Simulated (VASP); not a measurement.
# AlRu: phonons with PBEsol+D4

Crystal: AlRu.

```
Al Ru
1.0
     2.99160    0.00000    0.00000
     0.00000    2.99160    0.00000
     0.00000    0.00000    2.99160
Al Ru
1 1
Direct
  0.00000 0.00000 0.00000
  0.50000 0.50000 0.50000
```

```json
{
 "Program": "VASP 6.6.1",
 "Task": "phonons",
 "Functional": "PBEsol",
 "Dispersion": "D4",
 "Potentials or basis": "VASP PAW PBE potentials, release 64 (Al, Ru_pv)",
 "Cutoff": "520 eV",
 "k mesh": "5 × 5 × 5",
 "Occupations": "methfessel-paxton, width 0.3 eV",
 "Spin": "no spin polarisation",
 "Dipole correction": "no",
 "Further INCAR settings": "ALGO = Normal; EDIFF = 1e-08; IBRION = 6; POTIM = 0.015; NSW = 1"
}
```

```yaml
Highest_phonon_frequency_at_Γ_LO-TO_splitting_left_out: 313 cm⁻¹
Dispersion_energy_per_atom: -0.275 eV
```

Phonon frequencies in cm⁻¹ (negative: imaginary):
| q point | frequencies |
| --- | --- |
| (0.000, 0.000, 0.000) | 0 0 0 313 313 313 |

It took 20 s on 1 thread of Intel Xeon 6975P-C, with other jobs on the host, peak memory 0.15 GiB.

Caveat: the k points lie up to 0.42 Å⁻¹ apart; the cell wasn't relaxed at this level first, which shifts response properties.
